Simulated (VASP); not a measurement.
Set up this calculation in VASP 6.6.1, as the native input.

```
Task                   : single point
Functional             : PBEsol
Potentials or basis    : VASP PAW PBE potentials, release 64 (I, Ca_sv)
Cutoff                 : 500 eV
k mesh                 : 7 × 7 × 6
Occupations            : fermi-dirac, width 0.05 eV
Spin                   : no spin polarisation
Dipole correction      : no
Further INCAR settings : ALGO = Normal; EDIFF = 1e-06; NBANDS = 16
```

The structure of CaI lies in POSCAR:

```
CaI
1.0
    4.1468204634      0.0000000000      0.0000000000
   -2.0734102317      3.5912518662      0.0000000000
    0.0000000000      0.0000000000      4.5762290000
I Ca
1 1
Direct
    0.6666666667      0.3333333333      0.0000000000
    0.0000000000      0.0000000000      0.5000000000
```

These files were run (other wordings do the same):

INCAR

```
SYSTEM = CaI
  PREC = Accurate
  ENCUT = 500
  EDIFF = 1E-6
  ISMEAR = -1
  SIGMA = 0.05
  LREAL = .False.
  LASPH = .True.
  NELM = 120
  ALGO = Normal
  ISIF = 2
  LWAVE = .False.
  LCHARG = .True.
  GGA = PS
  LELF = .True.
  LVHAR = .True.
  NBANDS = 16
  GGA_COMPAT = .False.
```

KPOINTS

```
Automatic mesh
0
Gamma
  7 7 6
  0 0 0
```

Potentials or basis: VASP PAW PBE potentials, release 64 (I, Ca_sv).

Launch:

```console
$ cat potpaw_PBE.64/I/POTCAR potpaw_PBE.64/Ca_sv/POTCAR > POTCAR
$ mpirun -np 1 vasp_std > vasp.out
```

Results of the run:

```json
{
 "Pressure": "-1.7 GPa"
}
```

Caveat: the PAW data sets were made with another functional, which shifts forces and pressure a little; an odd number of electrons without spin polarisation forces a metal; a magnetic or distorted state may lie lower.

Run time: 50 s on 1 thread of Intel Xeon 8259CL, on a shared host, peak memory 0.2 GiB.
